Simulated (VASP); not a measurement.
# Y (I4/mmm) in VASP: notebook

The runs below take Y through single point, with PBEsol.

Everything below comes from runs of VASP 6.6.1. Logs are shortened: lines on timing, memory, paths and dates and some standing lists are left out, and cuts for length are marked.

## (1) The cell of the first run

Symmetry: I4/mmm, No. 139, tetragonal system. Conventional cell: a = 3.449 Å, b = 3.449 Å, c = 5.037 Å, α = 90.00°, β = 90.00°, γ = 90.00°. Y (site symmetry 4/mmm) has 12 Y at 3.45 to 3.51 Å within 4.5 Å.

## (2) Single point, PBEsol (biaxial strain in the a-b plane: -2.0 %)

Input file INCAR:

```
PREC = Accurate ; ENCUT = 520
EDIFF = 1E-6 ; ISMEAR = 0
SIGMA = 0.1 ; LREAL = False
LASPH = True ; NELM = 100
ALGO = Fast ; ISIF = 2
LWAVE = False ; LCHARG = True
GGA = PS ; LELF = True
LVHAR = True ; NBANDS = 18
```

Input file KPOINTS:

```
Automatic mesh
0
Gamma
  14 14 10
```

Input file POSCAR:

```
Y
1.0
    2.4387029086      2.4387029086      0.0000000000
   -2.4387029086      2.4387029086      0.0000000000
    0.0000000000      0.0000000000      5.0366680480
Y
2
Direct
    0.0000000000      0.0000000000      0.0000000000
    0.5000000000      0.5000000000      0.5000000000
```

Potentials or basis: VASP PAW PBE potentials, release 64 (Y_sv).

Started as:

```sh
> cat potpaw_PBE.64/Y_sv/POTCAR > POTCAR
> mpirun -np 1 vasp_std > vasp.out
```

OUTCAR:

```text
PREC = Accurate
   ENCUT = 520
   EDIFF = 1E-6
   ISMEAR = 0
   LREAL = False
   LASPH = True
   NELM = 100
   ISIF = 2
   GGA = PS

 ion  position               nearest neighbor table
   1  0.000  0.000  0.000-   2 3.51   2 3.51   2 3.51   2 3.51   2 3.51   2 3.51   2 3.51   2 3.51

   2  0.500  0.500  0.500-   1 3.51   1 3.51   1 3.51   1 3.51   1 3.51   1 3.51   1 3.51   1 3.51

  LATTYP: Found a simple tetragonal cell.
 ALAT       =     3.4488467279
 C/A-ratio  =     1.4603919644

  Lattice vectors:

 A1 = (   2.4387029086,   2.4387029086,   0.0000000000)
 A2 = (  -2.4387029086,   2.4387029086,   0.0000000000)
 A3 = (   0.0000000000,   0.0000000000,   5.0366680480)

Analysis of symmetry for initial positions (statically):
=====================================================================
 Subroutine PRICEL returns following result:

  LATTYP: Found a body centered tetragonal cell.
 ALAT       =     3.4488467279
 C/A-ratio  =     1.4603919644

  Lattice vectors:

 A1 = (   2.4387029086,   0.0000000000,  -2.5183340240)
 A2 = (  -2.4387029086,   0.0000000000,  -2.5183340240)
 A3 = (   0.0000000000,   2.4387029086,   2.5183340240)

   2 primitive cells build up your supercell.

 Routine SETGRP: Setting up the symmetry group for a
 simple tetragonal supercell.

 Subroutine GETGRP returns: Found 16 space group operations
 (whereof 16 operations were pure point group operations)
 out of a pool of 16 trial point group operations.

The static configuration has the point symmetry D_4h.

Analysis of symmetry for dynamics (positions and initial velocities):
=====================================================================
 Subroutine PRICEL returns following result:

  LATTYP: Found a body centered tetragonal cell.
 ALAT       =     3.4488467279
 C/A-ratio  =     1.4603919644

  Lattice vectors:

 A1 = (   2.4387029086,   0.0000000000,  -2.5183340240)
 A2 = (  -2.4387029086,   0.0000000000,  -2.5183340240)
 A3 = (   0.0000000000,   2.4387029086,   2.5183340240)

   2 primitive cells build up your supercell.

 Routine SETGRP: Setting up the symmetry group for a
 simple tetragonal supercell.

 Subroutine GETGRP returns: Found 16 space group operations
 (whereof 16 operations were pure point group operations)
 out of a pool of 16 trial point group operations.

The dynamic configuration has the point symmetry D_4h.

 Subroutine INISYM returns: Found 16 space group operations
 (whereof 16 operations are pure point group operations),
 and found     2 'primitive' translations

----------------------------------------------------------------------------------------

                                     Primitive cell

  volume of cell :      29.9544

  direct lattice vectors                    reciprocal lattice vectors
     2.438702909  0.000000000 -2.518334024     0.205027024  0.205027024 -0.198543956
    -2.438702909  0.000000000 -2.518334024    -0.205027024  0.205027024 -0.198543956
     0.000000000  2.438702909  2.518334024     0.000000000  0.410054048  0.000000000

  length of vectors
     3.505606671  3.505606671  3.505606671     0.351414092  0.351414092  0.410054048

  position of ions in fractional coordinates (direct lattice)
     0.000000000  0.000000000  0.000000000

  ion indices of the primitive-cell ions
   primitive index   ion index
                 1           1

----------------------------------------------------------------------------------------

 KPOINTS: Automatic mesh

Automatic generation of k-mesh.
 Grid dimensions read from file:
 generate k-points for:   14   14   10

 Generating k-lattice:

  Cartesian coordinates                     Fractional coordinates (reciprocal lattice)
     0.014644787  0.014644787  0.000000000     0.071428571  0.000000000  0.000000000
    -0.014644787  0.014644787  0.000000000     0.000000000  0.071428571  0.000000000
     0.000000000  0.000000000  0.019854396     0.000000000  0.000000000  0.100000000

  Length of vectors
     0.020710857  0.020710857  0.019854396

  Shift w.r.t. Gamma in fractional coordinates (k-lattice)
     0.000000000  0.000000000  0.000000000

 Subroutine IBZKPT returns following result:
 ===========================================

 Found    216 irreducible k-points:

 Following reciprocal coordinates:
            Coordinates               Weight
  0.000000  0.000000  0.000000      1.000000
  0.071429  0.000000  0.000000      4.000000
  0.142857  0.000000  0.000000      4.000000
  0.214286  0.000000  0.000000      4.000000
  0.285714  0.000000  0.000000      4.000000
  0.357143  0.000000  0.000000      4.000000
[... 16 lines left out ...]
  0.285714  0.214286  0.000000      8.000000
  0.357143  0.214286  0.000000      8.000000
 [... further k-points ...]
   k-points           NKPTS =    216   k-points in BZ     NKDIM =    216   number of bands    NBANDS=     18
   number of dos      NEDOS =    301   number of ions     NIONS =      2
   total plane-waves  NPLWV =  31360
   dimension x,y,z NGX =    28 NGY =   28 NGZ =   40
   dimension x,y,z NGXF=    56 NGYF=   56 NGZF=   80
   ions per type =               2
   NGX,Y,Z   is equivalent  to a cutoff of  13.50, 13.50, 13.20 a.u.
   NGXF,Y,Z  is equivalent  to a cutoff of  26.99, 26.99, 26.41 a.u.
 SYSTEM =  unknown system
   PREC   = accura    normal or accurate (medium, high low for compatibility)
   ISTART =      0    job   : 0-new  1-cont  2-samecut
   ICHARG =      2    charge: 1-file 2-atom 10-const
   ISPIN  =      1    spin polarized calculation?
   LNONCOLLINEAR =      F non collinear calculations
   LSORBIT =      F    spin-orbit coupling
   LASPH  =      T    aspherical Exc in radial PAW
   ENCUT  =  520.0 eV  38.22 Ry    6.18 a.u.   6.41  6.41  9.36*2*pi/ulx,y,z
   NELM   =    100;   NELMIN=  2; NELMDL= -5     # of ELM steps
   EDIFF  = 0.1E-05   stopping-criterion for ELM
   LREAL  =      F    real-space projection
   EDIFFG = 0.1E-04   stopping-criterion for IOM
   NSW    =      0    number of steps for IOM
   IBRION =     -1    ionic relax: 0-MD 1-quasi-New 2-CG
   NFREE  =      0    steps in history (QN), initial steepest desc. (CG)
   ISIF   =      2    stress and relaxation
   ISYM   =      2    0-nonsym 1-usesym 2-fastsym
   POTIM  = 0.5000    time-step for ionic-motion
   TEBEG  =    0.0;   TEEND  =   0.0 temperature during run
   PSTRESS=    0.0 pullay stress
   NELECT =      22.0000    total number of electrons
   NUPDOWN=      -1.0000    fix difference up-down
   EMIN   =  10.00;   EMAX   =-10.00  energy-range for DOS
   EFERMI =   0.00;   METHOD = LEGACY
   ISMEAR =     0;   SIGMA  =   0.10  broadening in eV -4-tet -1-fermi 0-gaus
   EFERMI_NEDOS =   21; number of points for ismear=-14 and -15
   IALGO  =     68    algorithm
   IMIX   =      4    mixing-type and parameters
     AMIX     =   0.40;   BMIX     =  1.00
     AMIX_MAG =   1.60;   BMIX_MAG =  1.00
  volume/ion in A,a.u.               =      29.95       202.14
  Fermi-wavevector in a.u.,A,eV,Ry     =   1.172336  2.215393 18.699455  1.374371
  Thomas-Fermi vector in A             =   2.308766
   LORBIT       =      0    0 simple, 1 ext, 2 COOP (PROOUT), +10 PAW based schemes
   GGA     = PS    functional components
   LHFCALC =     F    Hartree Fock is set to
   AEXX    =    0.0000 exact exchange contribution
   IVDW    =     0    specifies the selected vdW correction
   LEPSILON=     F    determine dielectric tensor
   LRPA    =     F    only Hartree local field effects (RPA)
 non-spin polarized calculation
 RMM-DIIS sequential band-by-band and
 Gauss-broadening in eV      SIGMA  =   0.10
  energy-cutoff  :      520.00
  volume of cell :       59.91
 maximum number of plane-waves:      1634
 NGX is ok and might be reduce to    28
   NGX = 13   NGY = 13   NGZ = 19

 number of electron      22.0000000 magnetization

 Free energy of the ion-electron system (eV)
  ---------------------------------------------------
  ext. energy  EPLUGINS =         0.00000000
  ---------------------------------------------------
  free energy    TOTEN  =       -13.60245272 eV

  energy without entropy =      -13.58923113  energy(sigma->0) =      -13.59584193

 E-fermi :   3.3904     XC(G=0):  -9.8977

 val. band max:        3.3853855325   @ k =   0.1429   0.1429   0.4000
 cond. band min:       3.3925446453   @ k =   0.4286   0.0714   0.1000
 fundamental gap:      0.0071591128
 Fermi energy:         3.3904343792

 k-point     1 :       0.0000    0.0000    0.0000
  band No.  band energies     occupation
      1     -39.0039      2.00000
      2     -38.8869      2.00000
      3     -19.3468      2.00000
      4     -18.8875      2.00000
      5     -18.8875      2.00000
      6     -18.6505      2.00000
[... 10 lines left out ...]
     17       7.6858      0.00000
     18       9.1630      0.00000

 k-point     2 :       0.0714    0.0000    0.0000
  band No.  band energies     occupation
      1     -39.0007      2.00000
      2     -38.8866      2.00000
      3     -19.3361      2.00000
      4     -18.9073      2.00000
      5     -18.8826      2.00000
      6     -18.6733      2.00000
[... 10 lines left out ...]
     17       7.5779      0.00000
     18       8.8481      0.00000

 k-point     3 :       0.1429    0.0000    0.0000
  band No.  band energies     occupation
      1     -38.9915      2.00000
      2     -38.8859      2.00000
      3     -19.3050      2.00000
      4     -18.9621      2.00000
      5     -18.8684      2.00000
      6     -18.7479      2.00000
[... 10 lines left out ...]
     17       7.2996      0.00000
     18       8.2325      0.00000

 k-point     4 :       0.2143    0.0000    0.0000
  band No.  band energies     occupation
      1     -38.9774      2.00000
      2     -38.8856      2.00000
      3     -19.2556      2.00000
      4     -19.0386      2.00000
      5     -18.8552      2.00000
      6     -18.8464      2.00000
[... 375 lines left out ...]
      4     -19.0737      2.00000
      5     -18.9437      2.00000
      6     -18.9259      2.00000
[... 10 lines left out ...]
     17       6.3893      0.00000
     18       7.9375      0.00000

 k-point    23 :       0.2857    0.2143    0.0000
  band No.  band energies     occupation
      1     -38.9385      2.00000
      2     -38.8810      2.00000
      3     -19.1365      2.00000
      4     -19.1255      2.00000
      5     -19.0348      2.00000
      6     -18.9201      2.00000
[... 10 lines left out ...]
     17       6.5447      0.00000
     18       8.1640      0.00000

 k-point    24 :       0.3571    0.2143    0.0000
  band No.  band energies     occupation
      1     -38.9227      2.00000
      2     -38.8826      2.00000
      3     -19.1990      2.00000
      4     -19.1287      2.00000
      5     -19.0643      2.00000
      6     -18.8991      2.00000
[... 10 lines left out ...]
     17       6.9451      0.00000
     18       8.8058      0.00000

 [... further k-points ...]
[... 5 lines left out ...]
  --------------------------------------------------------------------------------------
  -------------------------------------------------------------------------------------
  Total        0.5366010      0.5366010      0.1401631      0.0000000      0.0000000      0.0000000
  in kB       14.3506291     14.3506291      3.7484627      0.0000000      0.0000000      0.0000000
  external PRESSURE =      10.8165736 kB  Pullay stress =       0.0000000 kB

 VOLUME and BASIS-vectors are now :
 -----------------------------------------------------------------------------
  energy-cutoff  :      520.00
  volume of cell :       59.91
      direct lattice vectors                 reciprocal lattice vectors
     2.438702909  2.438702909  0.000000000     0.205027024  0.205027024  0.000000000
    -2.438702909  2.438702909  0.000000000    -0.205027024  0.205027024  0.000000000
     0.000000000  0.000000000  5.036668048     0.000000000  0.000000000  0.198543956

 POSITION                                       TOTAL-FORCE (eV/Angst)
 -----------------------------------------------------------------------------------
      0.00000      0.00000      0.00000         0.000000     -0.000000     -0.000000
      0.00000      2.43870      2.51833        -0.000000      0.000000      0.000000
 -----------------------------------------------------------------------------------
    total drift:                               -0.000000      0.000000      0.000000

  FREE ENERGIE OF THE ION-ELECTRON SYSTEM (eV)
  ---------------------------------------------------
  free  energy   TOTEN  =       -13.6024527231 eV

  energy  without entropy=      -13.5892311330  energy(sigma->0) =      -13.59584193
```

It took 2.5 min on 1 thread of Intel Xeon Platinum 8559C (Emerald Rapids), shared host; peak memory 0.34 GiB.

Results:

```yaml
Free_energy: -13.6025 eV
Pressure: 1.1 GPa
Band_gap_on_the_k_mesh: zero (band 11 reaches 4.28 eV, above the bottom of band 12 at 2.33 eV)
```

Caveat: the cell differs from its parent crystal (biaxial strain in the a-b plane: -2.0 %); the PAW data sets were made with another functional, which shifts forces and pressure a little.

## (3) Single point, PBEsol (biaxial strain in the a-b plane: -2.0 %, then relaxed in part)

Input file INCAR:

```
SYSTEM = Y
PREC = Accurate ; ENCUT = 520
EDIFF = 1E-7 ; ISMEAR = 0
SIGMA = 0.1 ; LREAL = .FALSE.
LASPH = .TRUE. ; NELM = 60
ALGO = Fast ; ISIF = 2
LWAVE = .FALSE. ; LCHARG = .FALSE.
GGA = PS ; NBANDS = 18
```

Input file KPOINTS:

```
Automatic mesh
0
G
  14 14 10
  0 0 0
```

Changes to POSCAR since step 2:

```diff
@@ -4,3 +4,3 @@
    -2.4387029086      2.4387029086      0.0000000000
-    0.0000000000      0.0000000000      5.0366680480
+    0.0000000000      0.0000000000      5.0761145666
 Y
```

Potentials or basis: VASP PAW PBE potentials, release 64 (Y_sv).

Started as:

```sh
> cat potpaw_PBE.64/Y_sv/POTCAR > POTCAR
> mpirun -np 1 vasp_std > vasp.out
```

OUTCAR:

```text
SYSTEM = Y
   PREC = Accurate
   ENCUT = 520
   EDIFF = 1E-7
   ISMEAR = 0
   LREAL = .FALSE.
   LASPH = .TRUE.
   NELM = 60
   ISIF = 2
   GGA = PS

 ion  position               nearest neighbor table
   1  0.000  0.000  0.000-   2 3.52   2 3.52   2 3.52   2 3.52   2 3.52   2 3.52   2 3.52   2 3.52

   2  0.500  0.500  0.500-   1 3.52   1 3.52   1 3.52   1 3.52   1 3.52   1 3.52   1 3.52   1 3.52

  LATTYP: Found a simple tetragonal cell.
 ALAT       =     3.4488467279
 C/A-ratio  =     1.4718295613

  Lattice vectors:

[... 212 lines left out ...]
      4     -18.9407      2.00000
      5     -18.9407      2.00000
      6     -18.7165      2.00000
[... 481 lines left out ...]
      5     -19.1169      2.00000
      6     -18.9594      2.00000
[... 10 lines left out ...]
     17       6.8736      0.00000
     18       8.4974      0.00000

 [... further k-points ...]
[... 5 lines left out ...]
  --------------------------------------------------------------------------------------
  -------------------------------------------------------------------------------------
  Total        0.4425236      0.4425236     -0.0580672      0.0000000      0.0000000      0.0000000
  in kB       11.7426947     11.7426947     -1.5408561      0.0000000      0.0000000      0.0000000
  external PRESSURE =       7.3148445 kB  Pullay stress =       0.0000000 kB

 VOLUME and BASIS-vectors are now :
 -----------------------------------------------------------------------------
  energy-cutoff  :      520.00
  volume of cell :       60.38
      direct lattice vectors                 reciprocal lattice vectors
     2.438702909  2.438702909  0.000000000     0.205027024  0.205027024  0.000000000
    -2.438702909  2.438702909  0.000000000    -0.205027024  0.205027024  0.000000000
     0.000000000  0.000000000  5.076114567     0.000000000  0.000000000  0.197001070

 POSITION                                       TOTAL-FORCE (eV/Angst)
 -----------------------------------------------------------------------------------
      0.00000      0.00000      0.00000         0.000000     -0.000000      0.000000
      0.00000      2.43870      2.53806        -0.000000      0.000000     -0.000000
 -----------------------------------------------------------------------------------
    total drift:                               -0.000000      0.000000      0.000000

  FREE ENERGIE OF THE ION-ELECTRON SYSTEM (eV)
  ---------------------------------------------------
  free  energy   TOTEN  =       -13.6028160738 eV

  energy  without entropy=      -13.5894695467  energy(sigma->0) =      -13.59614281
```

It took 3 min on 1 thread of Intel Xeon Platinum 8559C (Emerald Rapids), shared host; peak memory 0.35 GiB.

What came out:

| Property | Result |
| --- | --- |
| Free energy | -13.6028 eV |
| Pressure | 0.7 GPa |
| Band gap on the k mesh | zero (band 11 reaches 4.22 eV, above the bottom of band 12 at 2.31 eV) |

Caveat: the cell differs from its parent crystal (biaxial strain in the a-b plane: -2.0 %, then relaxed in part); the PAW data sets were made with another functional, which shifts forces and pressure a little.

(Part 1 of 2 ends here.)
